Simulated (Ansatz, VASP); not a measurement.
**Two plane-wave programs on CdF2**

Contents of INCAR:

```
PREC     = Accurate       # precision mode
ENCUT    = 700            # plane-wave cutoff, eV
EDIFF    = 1E-6           # SCF threshold, eV
ISMEAR   = 0              # smearing method
SIGMA    = 0.05           # smearing width, eV
LREAL    = False          # projectors in reciprocal space
LASPH    = True           # aspherical terms in the spheres
NELM     = 120            # most SCF steps
ALGO     = Normal         # electronic algorithm
ISIF     = 2              # what is computed and relaxed
LWAVE    = False          # write WAVECAR
LCHARG   = False          # write CHGCAR
GGA      = PE             # functional
NBANDS   = 24             # bands
GGA_COMPAT= False
```

The input KPOINTS:

```
regular mesh
0
Gamma
  8 8 8
```

POSCAR

```
CdF2
1.0
    0.0000000000      2.6535900000      2.6535900000
    2.6535900000      0.0000000000      2.6535900000
    2.6535900000      2.6535900000      0.0000000000
Cd F
1 2
Direct
    0.0000000000      0.0000000000      0.0000000000
    0.2500000000      0.2500000000      0.2500000000
    0.7500000000      0.7500000000      0.7500000000
```

Input for Ansatz:

```yaml
crystal:
  lattice:
    - [0.0, 2.65359, 2.65359]
    - [2.65359, 0.0, 2.65359]
    - [2.65359, 2.65359, 0.0]
  atoms:
    - { symbol: Cd, position: [0.0, 0.0, 0.0] }
    - { symbol: F, position: [0.25, 0.25, 0.25] }
    - { symbol: F, position: [0.75, 0.75, 0.75] }
basis:
  ecutwfc: 420
kpoints:
  mp_grid: { grid: [8, 8, 8] }
hamiltonian:
  xc: pbe
scf:
  occupations: { method: gaussian, width: 0.05 }
output:
  forces: true
  stress: true
  eigenvalues: true
```

Change from the starting cell: strain -0.015 along x and y, -0.015 along z, atoms carried along.

Alike in both runs: task single point; functional PBE; k mesh 8 × 8 × 8; occupations gaussian, width 0.05 eV; no spin polarisation.

|  | VASP | Ansatz |
| --- | --- | --- |
| version | VASP 6.6.1 | Ansatz 0.2.0 |
| potentials or method | VASP PAW PBE potentials, release 64 (Cd_sv_GW, F), cutoff 700 eV | scalar-relativistic, plane waves, PAW |
| valence electrons in the cell | 34 | 34 |

|  | VASP | Ansatz | Ansatz less VASP |
| --- | --- | --- | --- |
| gap on the k mesh at the Fermi level (eV) | 3.25 | 3.27 | +0.011 |
| least direct gap on the mesh (eV) | 3.69 | 3.70 | +0.008 |
| pressure (GPa) | 11.0 | 11.4 | +0.43 |
